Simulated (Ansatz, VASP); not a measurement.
Two plane-wave programs on TaCS

```
CELL_PARAMETERS angstrom
3.48517 0.00000 0.00000
-1.74259 3.01825 0.00000
0.00000 0.00000 17.00000
ATOMIC_POSITIONS crystal
Ta 0.00000 0.00000 0.49318
C 0.33333 0.66667 0.41230
S 0.66667 0.33333 0.58770
```

Alike in both runs: task single point; functional PBE; k mesh 6 × 6 × 1; occupations gaussian, width 0.1 eV; no spin polarisation.

|  | VASP | Ansatz |
| --- | --- | --- |
| version | VASP 6.6.1 | Ansatz 0.2.0 |
| potentials or method | VASP PAW PBE potentials, release 64 (Ta_pv, C, S), cutoff 520 eV | scalar-relativistic, plane waves, PAW |
| valence electrons in the cell | 21 | 23 |

Ansatz gave:

| Item | Value |
| --- | --- |
| gap on the k mesh at the Fermi level (eV) | none |
| rms of the force components (eV/Å) | 1.662 |

What did VASP give for the same quantities?

gap on the k mesh at the Fermi level (eV): none; rms of the force components (eV/Å): 1.653.

Atom by atom the forces differ by 0.009 eV/Å (rms over components). A gap of «none» marks a metal or a gap that the smearing closes. The functional is the same, so the differences come from potentials, cutoffs and numerics. VASP's potentials hold 21 valence electrons a cell and Ansatz's 23, so a difference there can come from the potentials and not from the codes. Ansatz's warnings: slab cell height set, structure snapped to symmetry.

Neither program's run includes spin-orbit coupling.
